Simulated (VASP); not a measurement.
# Si (Imma) in VASP: further runs, part 2 of 2

VASP 6.6.1. The steps go on from the part before.

## Step 3: Single point, r2SCAN (strain +0.0175 x Voigt [0, 0, 0, 1, 0, 0])

POSCAR

```
Si
1.0
    0.0000000000      2.7459237630      2.7459237630
    2.7221053413      0.0238184217      2.7221053413
    2.7221053413      2.7221053413      0.0238184217
Si
2
Direct
    0.5000000000      0.5000000000      0.5000000000
    0.7500000000      0.7500000000      0.7500000000
```

INCAR.step1

```
ALGO = Normal
EDIFF = 1E-4
ENCUT = 520
GGA = PE
ISMEAR = 0
LASPH = T
LCHARG = F
LREAL = F
LWAVE = T
NBANDS = 11
NELM = 60
PREC = Accurate
SIGMA = 0.05
```

INCAR.step2

```
ALGO = Normal
EDIFF = 1E-6
ENCUT = 520
ISIF = 2
ISMEAR = 0
ISTART = 1
LASPH = T
LCHARG = F
LMIXTAU = T
LREAL = F
LWAVE = F
METAGGA = R2SCAN
NBANDS = 11
NELM = 60
PREC = Accurate
SIGMA = 0.05
```

KPOINTS

```
k-points
0
Gamma
  8 8 8
```

Potentials or basis: VASP PAW PBE potentials, release 64 (Si).

The run is started by

```bash
$ cat potpaw_PBE.64/Si/POTCAR > POTCAR
$ cp INCAR.step1 INCAR
$ mpirun -np 1 vasp_std > vasp.out
$ cp INCAR.step2 INCAR
$ mpirun -np 1 vasp_std > vasp.out
```

OUTCAR:

```text
EDIFF = 1E-6
   ENCUT = 520
   ISIF = 2
   ISMEAR = 0
   ISTART = 1
   LASPH = T
   LREAL = F
   METAGGA = R2SCAN
   NELM = 60
   PREC = Accurate

 ion  position               nearest neighbor table
   1  0.500  0.500  0.500-   2 2.34   2 2.34   2 2.37   2 2.37
   2  0.750  0.750  0.750-   1 2.34   1 2.34   1 2.37   1 2.37

  LATTYP: Found a body centered orthorhombic cell.
 ALAT       =     3.8159539569
 B/A-ratio  =     1.0176544766
 C/A-ratio  =     1.4266971625

  Lattice vectors:

 A1 = (  -2.7221053413,   2.7221053413,   0.0238184217)
 A2 = (  -2.7221053413,  -2.7221053413,  -0.0238184217)
 A3 = (   2.7221053413,   0.0238184217,   2.7221053413)

Analysis of symmetry for initial positions (statically):
=====================================================================
 Subroutine PRICEL returns:
 Original cell was already a primitive cell.

 Routine SETGRP: Setting up the symmetry group for a
 body centered orthorhombic supercell.

 Subroutine GETGRP returns: Found  8 space group operations
 (whereof  4 operations were pure point group operations)
[... 177 lines left out ...]
      2       5.6442      2.00000
      3       5.6616      2.00000
      4       5.6860      2.00000
      5       8.2826      0.00000
      6       8.3879      0.00000
      7       8.5576      0.00000
      8       9.5937      0.00000
      9      13.7873      0.00000
     10      13.7902      0.00000
     11      14.3366      0.00000
[... 309 lines left out ...]
 k-point    24 :       0.2500    0.3750   -0.0000
  band No.  band energies     occupation
      1      -4.9179      2.00000
      2       0.5291      2.00000
      3       2.9228      2.00000
      4       3.3384      2.00000
      5       7.2229      0.00000
      6       8.8147      0.00000
      7      11.9771      0.00000
      8      12.3237      0.00000
      9      16.1676      0.00000
     10      16.6862      0.00000
     11      18.0326      0.00000

 [... further k-points ...]

------------------------ aborting loop because EDIFF is reached ----------------------------------------

  FORCE on cell =-STRESS in cart. coord.  units (eV):
  Direction    XX          YY          ZZ          XY          YZ          ZX
  --------------------------------------------------------------------------------------
  -------------------------------------------------------------------------------------
  Total       -0.0506625     -0.0472353     -0.0472353      0.0000000     -0.4743114      0.0000000
  in kB       -2.0122675     -1.8761417     -1.8761417      0.0000000    -18.8392076      0.0000000
  external PRESSURE =      -1.9215170 kB  Pullay stress =       0.0000000 kB

 VOLUME and BASIS-vectors are now :
 -----------------------------------------------------------------------------
  energy-cutoff  :      520.00
  volume of cell :       40.34
      direct lattice vectors                 reciprocal lattice vectors
     0.000000000  2.745923763  2.745923763    -0.183681356  0.182088085  0.182088085
     2.722105341  0.023818422  2.722105341     0.183681356 -0.185302755  0.185302755
     2.722105341  2.722105341  0.023818422     0.183681356  0.185302755 -0.185302755

 POSITION                                       TOTAL-FORCE (eV/Angst)
 -----------------------------------------------------------------------------------
      2.72211      2.74592      2.74592         0.164096     -0.000000     -0.000000
      4.08316      4.11889      4.11889        -0.164096      0.000000      0.000000
 -----------------------------------------------------------------------------------
    total drift:                                0.000000     -0.000000     -0.000000

  FREE ENERGIE OF THE ION-ELECTRON SYSTEM (eV)
  ---------------------------------------------------
  free  energy   TOTEN  =       -17.5429975186 eV

  energy  without entropy=      -17.5429975186  energy(sigma->0) =      -17.54299752
```

OUTCAR.step1:

```text
EDIFF = 1E-4
   ENCUT = 520
   GGA = PE
   ISMEAR = 0
   LASPH = T
[... 561 lines left out ...]
 -----------------------------------------------------------------------------------
      2.72211      2.74592      2.74592         0.167744      0.000000     -0.000000
      4.08316      4.11889      4.11889        -0.167744      0.000000      0.000000
 -----------------------------------------------------------------------------------
    total drift:                                0.000000     -0.000000     -0.000000

  FREE ENERGIE OF THE ION-ELECTRON SYSTEM (eV)
  ---------------------------------------------------
  free  energy   TOTEN  =       -10.8399751827 eV

  energy  without entropy=      -10.8399751827  energy(sigma->0) =      -10.83997518
```

OSZICAR.step1:

```text
N       E                     dE             d eps       ncg     rms          rms(c)
DAV:   1     0.798003989506E+01    0.79800E+01   -0.33243E+03  2098   0.590E+02
DAV:   2    -0.104609112528E+02   -0.18441E+02   -0.17732E+02  2802   0.852E+01
DAV:   3    -0.110131331520E+02   -0.55222E+00   -0.55079E+00  2667   0.131E+01
DAV:   4    -0.110173781574E+02   -0.42450E-02   -0.42446E-02  2468   0.147E+00
DAV:   5    -0.110174213218E+02   -0.43164E-04   -0.43164E-04  2679   0.136E-01    0.484E+00
DAV:   6    -0.108946445664E+02    0.12278E+00   -0.70056E-02  2362   0.109E+00    0.295E+00
DAV:   7    -0.108384738254E+02    0.56171E-01   -0.13531E-01  2390   0.163E+00    0.180E-01
DAV:   8    -0.108397465236E+02   -0.12727E-02   -0.61220E-03  2411   0.426E-01    0.831E-02
DAV:   9    -0.108399465580E+02   -0.20003E-03   -0.19344E-04  2635   0.860E-02    0.592E-02
DAV:  10    -0.108399751827E+02   -0.28625E-04   -0.24108E-05  1506   0.281E-02
   1 F= -.10839975E+02 E0= -.10839975E+02  d E =-.247814E-11
```

Run time: 2 min. Hardware: 1 thread of Intel Xeon Platinum 8488C (Sapphire Rapids), shared host; peak memory 0.18 GiB.

What came out:

```
Free energy            : -17.5430 eV
Pressure               : -0.2 GPa
Largest force          : 0.164 eV/Å
Band gap on the k mesh : 0.80 eV (least direct gap 2.60 eV)
```

Forces on the atoms (eV/Å):
```
Si   0.164  0.000  0.000
Si  -0.164  0.000  0.000
```

Levels at points of the mesh, in eV from the valence-band top:
```tsv
k point	band 1	band 2	band 3	band 4	band 5	band 6	band 7	band 8	band 9
(0.00, 0.00, 0.00)	-12.50	-0.04	-0.02	0.00	2.60	2.70	2.87	3.91	8.10
(0.50, 0.00, 0.00)	-10.12	-7.24	-1.25	-1.24	1.92	3.52	3.68	8.36	11.00
(0.00, 0.50, 0.00)	-10.00	-7.27	-1.34	-1.32	1.75	3.46	3.62	8.25	11.04
(0.50, 0.50, 0.00)	-8.15	-8.15	-3.01	-3.01	0.91	0.91	10.77	10.77	11.57
(0.00, 0.50, 0.50)	-8.23	-8.08	-3.11	-2.92	0.81	1.02	10.74	10.85	11.57
```

Caveat: the cell differs from its parent crystal (strain +0.0175 x Voigt [0, 0, 0, 1, 0, 0]); the PAW data sets were made with another functional, which shifts forces and pressure a little.

## Step 4: Single point, r2SCAN (strain +0.0125 x Voigt [0, 0, 0, 1, 0, 0])

POSCAR

```
Si
1.0
    0.0000000000      2.7391184997      2.7391184997
    2.7221053413      0.0170131584      2.7221053413
    2.7221053413      2.7221053413      0.0170131584
Si
2
Direct
    0.5000000000      0.5000000000      0.5000000000
    0.7500000000      0.7500000000      0.7500000000
```

INCAR.step1

```
ALGO     = Normal         # electronic algorithm
EDIFF    = 1E-4           # SCF threshold, eV
ENCUT    = 520            # plane-wave cutoff, eV
GGA      = PE             # functional
ISMEAR   = 0              # smearing method
LASPH    = True           # aspherical terms in the spheres
LCHARG   = False          # write CHGCAR
LREAL    = False          # projectors in reciprocal space
LWAVE    = True           # write WAVECAR
NBANDS   = 11             # bands
NELM     = 60             # most SCF steps
PREC     = Accurate       # precision mode
SIGMA    = 0.05           # smearing width, eV
```

INCAR.step2

```
ALGO     = Normal         # electronic algorithm
EDIFF    = 1E-6           # SCF threshold, eV
ENCUT    = 520            # plane-wave cutoff, eV
ISIF     = 2              # what is computed and relaxed
ISMEAR   = 0              # smearing method
ISTART   = 1            
LASPH    = True           # aspherical terms in the spheres
LCHARG   = False          # write CHGCAR
LMIXTAU  = True         
LREAL    = False          # projectors in reciprocal space
LWAVE    = False          # write WAVECAR
METAGGA  = R2SCAN         # meta-GGA
NBANDS   = 11             # bands
NELM     = 60             # most SCF steps
PREC     = Accurate       # precision mode
SIGMA    = 0.05           # smearing width, eV
```

KPOINTS is that of step 3.

The run is started by

```bash
$ cat potpaw_PBE.64/Si/POTCAR > POTCAR
$ cp INCAR.step1 INCAR
$ mpirun -np 1 vasp_std > vasp.out
$ cp INCAR.step2 INCAR
$ mpirun -np 1 vasp_std > vasp.out
```

It took 2.1 min on 1 thread of Intel Xeon Platinum 8488C (Sapphire Rapids), shared host; peak memory 0.18 GiB.

The run converged. Its results:

* Free energy: -17.5450 eV
* Pressure: -0.2 GPa
* Largest force: 0.117 eV/Å
* Band gap on the k mesh: 0.81 eV (least direct gap 2.64 eV)

Forces in eV/Å, atoms in the order of the input:
```
Si   0.117  0.000  0.000
Si  -0.117  0.000  0.000
```

Stress tensor (GPa, compression positive):
```
-0.21  0.00  0.00
 0.00 -0.21 -1.35
 0.00 -1.35 -0.21
```

Levels at points of the mesh, in eV from the valence-band top:
| k point | band 2 | band 3 | band 4 | band 5 | band 6 | band 7 |
| --- | --- | --- | --- | --- | --- | --- |
| (0.00, 0.00, 0.00) | -0.03 | -0.02 | 0.00 | 2.64 | 2.72 | 2.84 |
| (0.50, 0.00, 0.00) | -7.24 | -1.25 | -1.25 | 1.90 | 3.54 | 3.65 |
| (0.00, 0.50, 0.00) | -7.26 | -1.32 | -1.31 | 1.78 | 3.50 | 3.61 |
| (0.50, 0.50, 0.00) | -8.15 | -3.01 | -3.01 | 0.92 | 0.92 | 10.79 |
| (0.00, 0.50, 0.50) | -8.09 | -3.07 | -2.94 | 0.84 | 1.00 | 10.76 |

Caveat: the cell differs from its parent crystal (strain +0.0125 x Voigt [0, 0, 0, 1, 0, 0]); the PAW data sets were made with another functional, which shifts forces and pressure a little.

## Step 5: Overview

| cell | gap on the mesh (eV) | pressure (GPa) | largest force (eV/Å) |
| --- | --- | --- | --- |
| a = 3.859, b = 3.850, c = 3.850 Å, angles 59.8, 59.9, 59.9°, 2 atoms | 0.82 | -0.2 | 0.05 |
| a = 3.883, b = 3.850, c = 3.850 Å, angles 59.4, 59.7, 59.7°, 2 atoms | 0.80 | -0.2 | 0.16 |
| a = 3.874, b = 3.850, c = 3.850 Å, angles 59.6, 59.8, 59.8°, 2 atoms | 0.81 | -0.2 | 0.12 |

Alike in all rows: task single point; level r2SCAN; potentials or basis VASP PAW PBE potentials, release 64 (Si); no spin polarisation; k mesh 8 × 8 × 8; cutoff (eV) 520; smearing gaussian 0.05 eV.

Caveats: the PAW data sets were made with another functional, which shifts forces and pressure a little.

Absolute energies hang on the potentials; compare differences alone.
